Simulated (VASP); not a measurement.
# BaRhO3 in VASP: notebook, part 2 of 2

VASP 6.6.1.

### 3 Single point, LDA

This run uses another cell than the first one, of the same volume but with other edges.

The input, INCAR:

```
PREC = Accurate
ENCUT = 520
EDIFF = 1E-6
ISMEAR = -1
SIGMA = 0.02
LREAL = False
LASPH = True
NELM = 80
ALGO = Normal
ISIF = 2
LWAVE = False
LCHARG = False
GGA = CA
NBANDS = 30
```

The input, KPOINTS:

```
Automatic mesh
0
Gamma
  9 9 9
```

The input, POSCAR:

```
BaRhO3
1.0
    4.0398573333      0.0000000000      0.0000000000
    0.0000000000      4.0398573333      0.0000000000
    0.0000000000      0.0000000000      4.2058585190
Ba Rh O
1 1 3
Direct
    0.0000000000      0.0000000000      0.0000000000
    0.5000000000      0.5000000000      0.5000000000
    0.5000000000      0.0000000000      0.5000000000
    0.0000000000      0.5000000000      0.5000000000
    0.5000000000      0.5000000000      0.0000000000
```

Potentials or basis: VASP PAW LDA potentials, release 64 (Ba_sv, Rh_pv, O).

Command:

```sh
> cat potpaw_LDA.64/Ba_sv/POTCAR potpaw_LDA.64/Rh_pv/POTCAR potpaw_LDA.64/O/POTCAR > POTCAR
> mpirun -np 1 vasp_std > vasp.out
```

OUTCAR:

```text
PREC = Accurate
   ENCUT = 520
   EDIFF = 1E-6
   ISMEAR = -1
   LREAL = False
   LASPH = True
   NELM = 80
   ISIF = 2
   GGA = CA

 ion  position               nearest neighbor table
   1  0.000  0.000  0.000-   5 2.86   5 2.86   5 2.86   5 2.86   4 2.92   4 2.92   4 2.92   4 2.92
                             3 2.92   3 2.92   3 2.92   3 2.92   2 3.55   2 3.55   2 3.55   2 3.55
   2  0.500  0.500  0.500-   3 2.02   4 2.02   3 2.02   4 2.02   5 2.10   5 2.10   1 3.55   1 3.55
                             1 3.55   1 3.55   1 3.55   1 3.55   1 3.55   1 3.55
   3  0.500  0.000  0.500-   2 2.02   2 2.02   1 2.92   1 2.92   1 2.92   1 2.92
   4  0.000  0.500  0.500-   2 2.02   2 2.02   1 2.92   1 2.92   1 2.92   1 2.92
   5  0.500  0.500  0.000-   2 2.10   2 2.10   1 2.86   1 2.86   1 2.86   1 2.86

  LATTYP: Found a simple tetragonal cell.
 ALAT       =     4.0398573333
 C/A-ratio  =     1.0410908535

  Lattice vectors:

 A1 = (   4.0398573333,   0.0000000000,   0.0000000000)
 A2 = (   0.0000000000,   4.0398573333,   0.0000000000)
 A3 = (   0.0000000000,   0.0000000000,   4.2058585190)

Analysis of symmetry for initial positions (statically):
=====================================================================
 Subroutine PRICEL returns:
 Original cell was already a primitive cell.

 Routine SETGRP: Setting up the symmetry group for a
 simple tetragonal supercell.

 Subroutine GETGRP returns: Found 16 space group operations
 (whereof 16 operations were pure point group operations)
 out of a pool of 16 trial point group operations.

The static configuration has the point symmetry D_4h.

Analysis of symmetry for dynamics (positions and initial velocities):
=====================================================================
 Subroutine PRICEL returns:
 Original cell was already a primitive cell.

 Routine SETGRP: Setting up the symmetry group for a
 simple tetragonal supercell.

[... 124 lines left out ...]
   EFERMI =   0.00;   METHOD = LEGACY
   ISMEAR =    -1;   SIGMA  =   0.02  broadening in eV -4-tet -1-fermi 0-gaus
   EFERMI_NEDOS =   21; number of points for ismear=-14 and -15
   IALGO  =     38    algorithm
   IMIX   =      4    mixing-type and parameters
     AMIX     =   0.40;   BMIX     =  1.00
     AMIX_MAG =   1.60;   BMIX_MAG =  1.00
  volume/ion in A,a.u.               =      13.73        92.64
  Fermi-wavevector in a.u.,A,eV,Ry     =   1.400776  2.647083 26.696996  1.962174
  Thomas-Fermi vector in A             =   2.523703
   LORBIT       =      0    0 simple, 1 ext, 2 COOP (PROOUT), +10 PAW based schemes
   GGA     = CA    functional components
   LHFCALC =     F    Hartree Fock is set to
   AEXX    =    0.0000 exact exchange contribution
   IVDW    =     0    specifies the selected vdW correction
   LEPSILON=     F    determine dielectric tensor
   LRPA    =     F    only Hartree local field effects (RPA)
 non-spin polarized calculation
  energy-cutoff  :      520.00
  volume of cell :       68.64
 maximum number of plane-waves:      1880
 NGX is ok and might be reduce to    30

 number of electron      42.9999984 magnetization

 Free energy of the ion-electron system (eV)
  ---------------------------------------------------
  ext. energy  EPLUGINS =         0.00000000
  ---------------------------------------------------
  free energy    TOTEN  =       -36.03845899 eV

  energy without entropy =      -36.02847955  energy(sigma->0) =      -36.03346927

 E-fermi :   4.1136     XC(G=0): -11.6800

 val. band max:        4.1057908752   @ k =   0.4444   0.4444   0.1111
 cond. band min:       4.1147745448   @ k =   0.4444   0.1111   0.0000
 fundamental gap:      0.0089836696
 Fermi energy:         4.1135944577

 k-point     1 :       0.0000    0.0000    0.0000
  band No.  band energies     occupation
      1     -43.2093      2.00000
      2     -43.2093      2.00000
      3     -43.0544      2.00000
      4     -21.5179      2.00000
      5     -13.7313      2.00000
      6     -13.1265      2.00000
[... 781 lines left out ...]
     29      12.2652      0.00000
     30      13.8216      0.00000

 [... further k-points ...]
[... 5 lines left out ...]
  --------------------------------------------------------------------------------------
  -------------------------------------------------------------------------------------
  Total       -5.9071307     -5.9071307     -6.4154345      0.0000000      0.0000000      0.0000000
  in kB     -137.8797382   -137.8797382   -149.7441757      0.0000000      0.0000000      0.0000000
  external PRESSURE =    -141.8345507 kB  Pullay stress =       0.0000000 kB

 VOLUME and BASIS-vectors are now :
 -----------------------------------------------------------------------------
  energy-cutoff  :      520.00
  volume of cell :       68.64
      direct lattice vectors                 reciprocal lattice vectors
     4.039857333  0.000000000  0.000000000     0.247533494  0.000000000  0.000000000
     0.000000000  4.039857333  0.000000000     0.000000000  0.247533494  0.000000000
     0.000000000  0.000000000  4.205858519     0.000000000  0.000000000  0.237763585

 POSITION                                       TOTAL-FORCE (eV/Angst)
 -----------------------------------------------------------------------------------
      0.00000      0.00000      0.00000         0.000000      0.000000      0.000000
      2.01993      2.01993      2.10293         0.000000      0.000000      0.000000
      2.01993      0.00000      2.10293         0.000000      0.000000      0.000000
      0.00000      2.01993      2.10293         0.000000      0.000000      0.000000
      2.01993      2.01993      0.00000         0.000000      0.000000      0.000000
 -----------------------------------------------------------------------------------
    total drift:                                0.000000      0.000000     -0.000000

  FREE ENERGIE OF THE ION-ELECTRON SYSTEM (eV)
  ---------------------------------------------------
  free  energy   TOTEN  =       -36.0384589852 eV

  energy  without entropy=      -36.0284795545  energy(sigma->0) =      -36.03346927
```

Run time: 2.3 min. Hardware: 1 thread of Intel Xeon 8259CL, shared host; peak memory 0.26 GiB.

What came out:

```
Free energy            : -36.0385 eV
Pressure               : -14.2 GPa
Band gap on the k mesh : zero (an odd number of electrons rules out a gap without spin polarisation)
```

Caveat: the cell stands under tension; spin-orbit coupling is left out, which moves the levels of the heavy elements; an odd number of electrons without spin polarisation forces a metal; a magnetic or distorted state may lie lower.

### 4 Single point, LDA

INCAR: that of step 3 with these lines changed.

```diff
@@ -7,3 +7,3 @@
 LASPH = True
-NELM = 80
+NELM = 100
 ALGO = Normal
@@ -12,3 +12,2 @@
 LCHARG = False
-GGA = CA
 NBANDS = 30
```

The input, KPOINTS:

```
regular mesh
0
Gamma
  9 9 9
```

POSCAR: that of step 3 with these lines changed.

```diff
@@ -2,5 +2,5 @@
 1.0
-    4.0398573333      0.0000000000      0.0000000000
-    0.0000000000      4.0398573333      0.0000000000
-    0.0000000000      0.0000000000      4.2058585190
+    4.0671536667      0.0000000000      0.0000000000
+    0.0000000000      4.0671536667      0.0000000000
+    0.0000000000      0.0000000000      4.1495934868
 Ba Rh O
```

Command:

```sh
> cat potpaw_LDA.64/Ba_sv/POTCAR potpaw_LDA.64/Rh_pv/POTCAR potpaw_LDA.64/O/POTCAR > POTCAR
> mpirun -np 1 vasp_std > vasp.out
```

Wall time 1.9 min (1 thread of Intel Xeon 8259CL, shared host); peak memory 0.26 GiB.

It converged, with:

| Property | Result |
| --- | --- |
| Free energy | -36.0431 eV |
| Pressure | -14.6 GPa |
| Band gap on the k mesh | zero (an odd number of electrons rules out a gap without spin polarisation) |

Stress tensor (GPa, compression positive):
```
-14.40   0.00   0.00
  0.00 -14.40   0.00
  0.00   0.00 -14.91
```

Levels at points of the mesh, in eV from the Fermi level:
```tsv
k point	band 20	band 21	band 22	band 23	band 24	band 25
(0.00, 0.00, 0.00)	-1.41	-1.36	-1.36	-0.93	-0.84	3.97
```

Caveat: the cell stands under tension; spin-orbit coupling is left out, which moves the levels of the heavy elements; an odd number of electrons without spin polarisation forces a metal; a magnetic or distorted state may lie lower.

### 5 The runs side by side

| cell | gap on the mesh (eV) | pressure (GPa) |
| --- | --- | --- |
| a = 4.094 Å, 5 atoms | none | -14.7 |
| a = 4.040, b = 4.040, c = 4.206 Å, 5 atoms | none | -14.2 |
| a = 4.067, b = 4.067, c = 4.150 Å, 5 atoms | none | -14.6 |

Alike in all rows: task single point; level LDA; potentials or basis VASP PAW LDA potentials, release 64 (Ba_sv, Rh_pv, O); no spin polarisation; k mesh 9 × 9 × 9; cutoff (eV) 520; smearing fermi-dirac 0.02 eV.

Caveats: the cell stands under tension; spin-orbit coupling is left out, which moves the levels of the heavy elements; an odd number of electrons without spin polarisation forces a metal; a magnetic or distorted state may lie lower.

Total energies depend on the potentials used, so only differences within one code and one set of settings carry meaning.
